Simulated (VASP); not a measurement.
# Sn5As3 (P-62m) in VASP: a series of runs

Sn5As3 is run at these levels: PBE; tasks: relaxation of cell and atoms, single point.

Everything below comes from runs of VASP 6.6.1. Logs are shortened: lines on timing, memory, paths and dates and some standing lists are left out, and cuts for length are marked.

### Step 1. The cell of the first run

It takes space group P-62m (No. 189, hexagonal). The conventional cell has a = 7.816 Å, b = 7.816 Å, c = 4.795 Å, α = 90.00°, β = 90.00°, γ = 120.00°. Sn (site symmetry -6) has 3 Sn at 2.67 Å and 6 As at 3.53 Å within 3.6 Å. Sn (site symmetry m2m) has 2 Sn at 2.67 Å and 6 As at 3.51 to 3.62 Å within 3.7 Å. As (site symmetry m2m) has 10 Sn at 3.51 to 3.62 Å and 6 As at 4.50 to 4.55 Å within 4.6 Å.

The cell was generated, and may not be a known phase.

### Step 2. Relaxation of cell and atoms, PBE

The input, INCAR:

```
SYSTEM = Sn5As3
PREC     = Accurate       ! precision mode
ENCUT    = 600            ! plane-wave cutoff, eV
EDIFF    = 1E-7           ! SCF threshold, eV
ISMEAR   = 0              ! smearing method
SIGMA    = 0.2            ! smearing width, eV
LREAL    = .False.        ! projectors in reciprocal space
LASPH    = .True.         ! aspherical terms in the spheres
NELM     = 60             ! most SCF steps
ALGO     = Fast           ! electronic algorithm
ISIF     = 3              ! what is computed and relaxed
LWAVE    = .False.        ! write WAVECAR
LCHARG   = .False.        ! write CHGCAR
GGA      = PE             ! functional
IBRION   = 2              ! ionic algorithm
NSW      = 36             ! ionic steps
EDIFFG   = -0.08          ! ionic threshold
```

The input, KPOINTS:

```
Automatic mesh
0
Gamma
  3 3 4
  0 0 0
```

The input, POSCAR:

```
Sn5As3
1.0
    7.8161955000      0.0000000000      0.0000000000
   -3.9080977500      6.7690238700      0.0000000000
    0.0000000000      0.0000000000      4.7951184400
Sn As
5 3
Direct
    0.6666666700      0.3333333300      0.5000000000
    0.3333333300      0.6666666700      0.5000000000
    0.0000000000      0.3177340000      0.5000000000
    0.3177340000      0.0000000000      0.5000000000
    0.6822660000      0.6822660000      0.5000000000
    0.0000000000      0.6640669700      0.0000000000
    0.3359330300      0.3359330300      0.0000000000
    0.6640669700      0.0000000000      0.0000000000
```

Potentials or basis: VASP PAW PBE potentials, release 64 (Sn_d, As).

The run is started by

```sh
$ cat potpaw_PBE.64/Sn_d/POTCAR potpaw_PBE.64/As/POTCAR > POTCAR
$ mpirun -np 1 vasp_std > vasp.out
```

OUTCAR:

```text
SYSTEM = Sn5As3
   PREC = Accurate
   ENCUT = 600
   EDIFF = 1E-7
   ISMEAR = 0
   LREAL = .False.
   LASPH = .True.
   NELM = 60
   ISIF = 3
   GGA = PE
   IBRION = 2
   NSW = 36
   EDIFFG = -0.08

 ion  position               nearest neighbor table
   1  0.667  0.333  0.500-   3 2.67   4 2.67   5 2.67
   2  0.333  0.667  0.500-   4 2.67   3 2.67   5 2.67
   3  0.000  0.318  0.500-   1 2.67   2 2.67
   4  0.318  0.000  0.500-   2 2.67   1 2.67
   5  0.682  0.682  0.500-   2 2.67   1 2.67
   6  0.000  0.664  0.000-
   7  0.336  0.336  0.000-
   8  0.664  0.000  0.000-

  LATTYP: Found a hexagonal cell.
 ALAT       =     7.8161955000
 C/A-ratio  =     0.6134849672

  Lattice vectors:

 A1 = (   7.8161955000,   0.0000000000,   0.0000000000)
 A2 = (  -3.9080977500,   6.7690238700,   0.0000000000)
 A3 = (   0.0000000000,   0.0000000000,   4.7951184400)

Analysis of symmetry for initial positions (statically):
=====================================================================
 Subroutine PRICEL returns:
 Original cell was already a primitive cell.

 Routine SETGRP: Setting up the symmetry group for a
 hexagonal supercell.

 Subroutine GETGRP returns: Found 12 space group operations
 (whereof 12 operations were pure point group operations)
 out of a pool of 24 trial point group operations.

The static configuration has the point symmetry D_3h.

Analysis of symmetry for dynamics (positions and initial velocities):
=====================================================================
 Subroutine PRICEL returns:
 Original cell was already a primitive cell.

 Routine SETGRP: Setting up the symmetry group for a
 hexagonal supercell.

 Subroutine GETGRP returns: Found 12 space group operations
 (whereof 12 operations were pure point group operations)
 out of a pool of 24 trial point group operations.

The dynamic configuration has the point symmetry D_3h.

 Subroutine INISYM returns: Found 12 space group operations
 (whereof 12 operations are pure point group operations),
 and found     1 'primitive' translations

----------------------------------------------------------------------------------------

                                     Primitive cell

  volume of cell :     253.7002

  direct lattice vectors                    reciprocal lattice vectors
     7.816195500  0.000000000  0.000000000     0.127939482  0.073865894  0.000000000
    -3.908097750  6.769023870  0.000000000     0.000000000  0.147731788  0.000000000
     0.000000000  0.000000000  4.795118440     0.000000000  0.000000000  0.208545422

  length of vectors
     7.816195500  7.816195505  4.795118440     0.147731788  0.147731788  0.208545422

  position of ions in fractional coordinates (direct lattice)
     0.666666670  0.333333330  0.500000000
     0.333333330  0.666666670  0.500000000
     0.000000000  0.317734000  0.500000000
     0.317734000  0.000000000  0.500000000
     0.682266000  0.682266000  0.500000000
     0.000000000  0.664066970  0.000000000
     0.335933030  0.335933030  0.000000000
     0.664066970  0.000000000  0.000000000

  ion indices of the primitive-cell ions
   primitive index   ion index
                 1           1
                 2           2
                 3           3
                 4           4
                 5           5
                 6           6
                 7           7
                 8           8

----------------------------------------------------------------------------------------

 KPOINTS: Automatic mesh

Automatic generation of k-mesh.
 Grid dimensions read from file:
 generate k-points for:    3    3    4

 Generating k-lattice:

  Cartesian coordinates                     Fractional coordinates (reciprocal lattice)
     0.042646494  0.024621965  0.000000000     0.333333333  0.000000000  0.000000000
     0.000000000  0.049243929  0.000000000     0.000000000  0.333333333  0.000000000
     0.000000000  0.000000000  0.052136356     0.000000000  0.000000000  0.250000000

  Length of vectors
     0.049243929  0.049243929  0.052136356

  Shift w.r.t. Gamma in fractional coordinates (k-lattice)
     0.000000000  0.000000000  0.000000000

 Subroutine IBZKPT returns following result:
 ===========================================

 Found      9 irreducible k-points:

 Following reciprocal coordinates:
            Coordinates               Weight
  0.000000  0.000000  0.000000      1.000000
  0.333333  0.000000  0.000000      6.000000
  0.333333  0.333333  0.000000      2.000000
  0.000000  0.000000  0.250000      2.000000
  0.333333  0.000000  0.250000     12.000000
  0.333333  0.333333  0.250000      4.000000
  0.000000  0.000000  0.500000      1.000000
  0.333333  0.000000  0.500000      6.000000
  0.333333  0.333333  0.500000      2.000000
   k-points           NKPTS =      9   k-points in BZ     NKDIM =      9   number of bands    NBANDS=     51
   number of dos      NEDOS =    301   number of ions     NIONS =      8
   total plane-waves  NPLWV = 163840
   dimension x,y,z NGX =    64 NGY =   64 NGZ =   40
   dimension x,y,z NGXF=   128 NGYF=  128 NGZF=   80
   ions per type =               5   3
   NGX,Y,Z   is equivalent  to a cutoff of  13.61, 13.61, 13.87 a.u.
   NGXF,Y,Z  is equivalent  to a cutoff of  27.22, 27.22, 27.74 a.u.
 SYSTEM =  Sn5As3
   PREC   = accura    normal or accurate (medium, high low for compatibility)
   ISTART =      0    job   : 0-new  1-cont  2-samecut
   ICHARG =      2    charge: 1-file 2-atom 10-const
   ISPIN  =      1    spin polarized calculation?
   LNONCOLLINEAR =      F non collinear calculations
   LSORBIT =      F    spin-orbit coupling
   LASPH  =      T    aspherical Exc in radial PAW
   ENCUT  =  600.0 eV  44.10 Ry    6.64 a.u.  15.61 15.61  9.58*2*pi/ulx,y,z
   NELM   =     60;   NELMIN=  2; NELMDL= -5     # of ELM steps
   EDIFF  = 0.1E-06   stopping-criterion for ELM
   LREAL  =      F    real-space projection
   EDIFFG = -.8E-01   stopping-criterion for IOM
   NSW    =     36    number of steps for IOM
   IBRION =      2    ionic relax: 0-MD 1-quasi-New 2-CG
   NFREE  =      1    steps in history (QN), initial steepest desc. (CG)
   ISIF   =      3    stress and relaxation
   ISYM   =      2    0-nonsym 1-usesym 2-fastsym
   POTIM  = 0.5000    time-step for ionic-motion
   TEBEG  =    0.0;   TEEND  =   0.0 temperature during run
   PSTRESS=    0.0 pullay stress
   NELECT =      85.0000    total number of electrons
   NUPDOWN=      -1.0000    fix difference up-down
   EMIN   =  10.00;   EMAX   =-10.00  energy-range for DOS
   EFERMI =   0.00;   METHOD = LEGACY
   ISMEAR =     0;   SIGMA  =   0.20  broadening in eV -4-tet -1-fermi 0-gaus
   EFERMI_NEDOS =   21; number of points for ismear=-14 and -15
   IALGO  =     68    algorithm
   IMIX   =      4    mixing-type and parameters
     AMIX     =   0.40;   BMIX     =  1.00
     AMIX_MAG =   1.60;   BMIX_MAG =  1.00
  volume/ion in A,a.u.               =      31.71       214.01
  Fermi-wavevector in a.u.,A,eV,Ry     =   1.137036  2.148686 17.590303  1.292851
  Thomas-Fermi vector in A             =   2.273741
   LORBIT       =      0    0 simple, 1 ext, 2 COOP (PROOUT), +10 PAW based schemes
   GGA     = PE    functional components
   LHFCALC =     F    Hartree Fock is set to
   AEXX    =    0.0000 exact exchange contribution
   IVDW    =     0    specifies the selected vdW correction
   LEPSILON=     F    determine dielectric tensor
   LRPA    =     F    only Hartree local field effects (RPA)
 conjugate gradient relaxation of ions
 non-spin polarized calculation
 RMM-DIIS sequential band-by-band and
 Gauss-broadening in eV      SIGMA  =   0.20
  energy-cutoff  :      600.00
  volume of cell :      253.70
 maximum number of plane-waves:      8483
 NGX is ok and might be reduce to    64
   NGX = 31   NGY = 31   NGZ = 19

--------------------------------------- Ionic step        1  -------------------------------------------

 number of electron      85.0000019 magnetization

 Free energy of the ion-electron system (eV)
  ---------------------------------------------------
  ext. energy  EPLUGINS =         0.00000000
  ---------------------------------------------------
  free energy    TOTEN  =       -27.38475531 eV

  energy without entropy =      -27.25178657  energy(sigma->0) =      -27.31827094

------------------------ aborting loop because EDIFF is reached ----------------------------------------

  FORCE on cell =-STRESS in cart. coord.  units (eV):
  Direction    XX          YY          ZZ          XY          YZ          ZX
  --------------------------------------------------------------------------------------
  -------------------------------------------------------------------------------------
  Total        7.1320391      7.1320391    -15.5997677      0.0000000     -0.0000000      0.0000000
  in kB       45.0405307     45.0405308    -98.5162597      0.0000000     -0.0000000      0.0000000
  external PRESSURE =      -2.8117327 kB  Pullay stress =       0.0000000 kB
[... 29 lines left out ...]
--------------------------------------- Ionic step        2  -------------------------------------------

 number of electron      84.9999996 magnetization

 E-fermi :   4.6123     XC(G=0):  -9.1916

 val. band max:        4.5900897978   @ k =   0.0000   0.0000   0.5000
 cond. band min:       4.6219248522   @ k =   0.0000   0.0000   0.0000
 fundamental gap:      0.0318350544
 Fermi energy:         4.6122551940

 k-point     1 :       0.0000    0.0000    0.0000
  band No.  band energies     occupation
      1     -17.1704      2.00000
      2     -17.1704      2.00000
      3     -17.1140      2.00000
      4     -17.0921      2.00000
      5     -17.0679      2.00000
      6     -17.0679      2.00000
[... 552 lines left out ...]
  FREE ENERGIE OF THE ION-ELECTRON SYSTEM (eV)
  ---------------------------------------------------
  free  energy   TOTEN  =       -30.0704834885 eV

  energy  without entropy=      -29.9497554725  energy(sigma->0) =      -30.01011948

 E-fermi :   5.4863     XC(G=0):  -9.5661

 val. band max:        5.4358295595   @ k =   0.3333   0.0000   0.5000
 cond. band min:       5.5572894535   @ k =   0.0000   0.0000   0.0000
 fundamental gap:      0.1214598941
 Fermi energy:         5.4862657288

 k-point     1 :       0.0000    0.0000    0.0000
  band No.  band energies     occupation
      1     -16.1618      2.00000
      2     -16.1516      2.00000
      3     -16.1516      2.00000
      4     -16.1373      2.00000
      5     -16.1364      2.00000
      6     -16.1364      2.00000
[... 475 lines left out ...]
     50       7.6905      0.00000
     51       7.6905      0.00000

[... ionic steps 4 to 11 ...]

--------------------------------------- Ionic step       12  -------------------------------------------

 number of electron      85.0000004 magnetization

------------------------ aborting loop because EDIFF is reached ----------------------------------------
[... 79 lines left out ...]
--------------------------------------- Ionic step       14  -------------------------------------------

 number of electron      84.9999998 magnetization

 Free energy of the ion-electron system (eV)
  ---------------------------------------------------
  ext. energy  EPLUGINS =         0.00000000
  ---------------------------------------------------
  free energy    TOTEN  =       -31.78835425 eV

  energy without entropy =      -31.67430196  energy(sigma->0) =      -31.73132810

 E-fermi :   6.8721     XC(G=0): -10.1481

 val. band max:        6.8626862191   @ k =   0.3333   0.0000   0.2500
 cond. band min:       6.8723633286   @ k =   0.0000   0.0000   0.0000
 fundamental gap:      0.0096771095
 Fermi energy:         6.8720502262

 k-point     1 :       0.0000    0.0000    0.0000
  band No.  band energies     occupation
      1     -14.8302      2.00000
      2     -14.8218      2.00000
      3     -14.7838      2.00000
      4     -14.7838      2.00000
      5     -14.7638      2.00000
      6     -14.7638      2.00000
[... 510 lines left out ...]
  FREE ENERGIE OF THE ION-ELECTRON SYSTEM (eV)
  ---------------------------------------------------
  free  energy   TOTEN  =       -31.7883542469 eV

  energy  without entropy=      -31.6743019627  energy(sigma->0) =      -31.73132810

 reached required accuracy - stopping structural energy minimisation
```

It took 37 min on 1 thread of AMD EPYC 9R45 (Zen 5), shared host; peak memory 0.49 GiB.

Results:

```
Free energy                           : -31.7884 eV
Relaxed volume                        : 25.62 Å³/atom
Relaxed cell                          : a = 8.497 Å, b = 8.497 Å, c = 3.277 Å, α = 90.00°, β = 90.00°, γ = 120.00°
Space group after relaxing (to 0.1 Å) : P-62m (No. 189)
Energy gained by relaxing             : 550.4 meV/atom
Ionic steps                           : 14
Pressure after relaxing               : 0.0 GPa
Largest force after relaxing          : 0.036 eV/Å
Band gap on the k mesh                : zero (an odd number of electrons rules out a gap without spin polarisation)
```

Forces on the atoms (eV/Å):
```
Sn   0.000  0.000  0.000
Sn   0.000  0.000  0.000
Sn   0.000 -0.001  0.000
Sn  -0.001  0.000  0.000
Sn   0.000  0.001  0.000
As   0.018 -0.032  0.000
As   0.018  0.032  0.000
As  -0.036  0.000  0.000
```

Step by step:
```tsv
step	energy change (eV)	largest force (eV/Å)	pressure (GPa)	volume (Å³)
1	0.0000	2.1869	-0.28	253.70
2	-2.1053	1.1808	-3.74	250.03
3	-2.6857	0.8493	-4.62	246.52
4	-3.4723	0.3940	-5.27	236.15
5	-0.2447	0.2062	11.76	200.68
6	-3.6472	0.3742	-5.27	233.50
7	-4.1220	0.4211	4.01	190.56
8	-4.2608	0.3809	0.14	202.86
9	-4.2609	0.3833	0.27	202.27
10	-4.3075	0.3306	0.36	202.00
11	-4.3886	0.1024	0.86	201.17
12	-4.3909	0.0525	1.05	200.96
13	-4.3772	0.0262	-1.33	210.88
14	-4.4036	0.0364	0.01	204.94
```

Final structure:
```
Sn As
1.0
     8.49748    0.00000    0.00000
    -4.24874    7.35904    0.00000
     0.00000    0.00000    3.27727
Sn As
5 3
Direct
  0.66667 0.33333 0.50000
  0.33333 0.66667 0.50000
  0.00000 0.25633 0.50000
  0.25633 0.00000 0.50000
  0.74367 0.74367 0.50000
  0.00000 0.67693 0.00000
  0.32307 0.32307 0.00000
  0.67693 0.00000 0.00000
```

Levels at points of the mesh, in eV from the Fermi level:
| k point | band 41 | band 42 | band 43 | band 44 | band 45 | band 46 |
| --- | --- | --- | --- | --- | --- | --- |
| (0.00, 0.00, 0.00) | -0.76 | 0.00 | 0.00 | 0.84 | 1.71 | 1.71 |
| (0.00, 0.00, 0.50) | -1.06 | -0.79 | -0.79 | 0.94 | 0.94 | 1.17 |

Caveat: the volume moved by over 15 % at a fixed basis, so the end points are rough; spin-orbit coupling is left out, which moves the levels of the heavy elements; the relaxation stopped at a loose force limit of 0.08 eV/Å, so its end isn't a converged minimum.

### Step 3. Single point, PBE

This run uses another cell than the first one, of 25.86 Å³/atom.

The input, INCAR:

```
PREC = Accurate ; ENCUT = 520
EDIFF = 1E-6 ; ISMEAR = 0
SIGMA = 0.1 ; LREAL = False
LASPH = True ; NELM = 100
ALGO = Fast ; ISIF = 2
LWAVE = False ; LCHARG = False
GGA = PE ; NBANDS = 52
```

The input, KPOINTS:

```
regular mesh
0
Gamma
  6 6 8
```

The input, POSCAR:

```
Sn5As3
1.0
    7.8919725533      0.0000000000      0.0000000000
   -3.9459862767      6.8346487171      0.0000000000
    0.0000000000      0.0000000000      3.8349348958
Sn As
5 3
Direct
    0.6666666667      0.3333333333      0.5000000000
    0.3333333333      0.6666666667      0.5000000000
    0.0000000000      0.2274044040      0.5000000000
    0.2274044040      0.0000000000      0.5000000000
    0.7725955960      0.7725955960      0.5000000000
    0.0000000000      0.6631301005      0.0000000000
    0.3368698995      0.3368698995      0.0000000000
    0.6631301005      0.0000000000      0.0000000000
```

Potentials or basis: VASP PAW PBE potentials, release 64 (Sn_d, As).

The run is started by

```sh
$ cat potpaw_PBE.64/Sn_d/POTCAR potpaw_PBE.64/As/POTCAR > POTCAR
$ mpirun -np 1 vasp_std > vasp.out
```

Wall time 5.4 min (1 thread of AMD EPYC 9R45 (Zen 5), shared host); peak memory 0.46 GiB.

It converged, with:

* Free energy: -32.0651 eV
* Pressure: 0.0 GPa
* Largest force: 0.010 eV/Å
* Band gap on the k mesh: zero (an odd number of electrons rules out a gap without spin polarisation)

Forces on the atoms (eV/Å):
```
Sn   0.000  0.000  0.000
Sn   0.000  0.000  0.000
Sn  -0.002  0.004  0.000
Sn   0.005  0.000  0.000
Sn  -0.002 -0.004  0.000
As   0.005 -0.009  0.000
As   0.005  0.009  0.000
As  -0.010  0.000  0.000
```

Levels at points of the mesh, in eV from the Fermi level:
| k point | band 41 | band 42 | band 43 | band 44 | band 45 | band 46 |
| --- | --- | --- | --- | --- | --- | --- |
| (0.00, 0.00, 0.00) | -0.17 | -0.16 | -0.16 | 0.00 | 0.96 | 1.03 |
| (0.50, 0.00, 0.00) | -0.74 | -0.34 | 1.29 | 1.54 | 2.17 | 2.21 |
| (0.00, 0.00, 0.50) | -0.58 | -0.58 | 0.19 | 0.59 | 1.09 | 1.09 |
| (0.50, 0.00, 0.50) | -1.77 | -1.24 | -1.16 | -0.94 | 0.07 | 1.52 |

Caveat: spin-orbit coupling is left out, which moves the levels of the heavy elements.
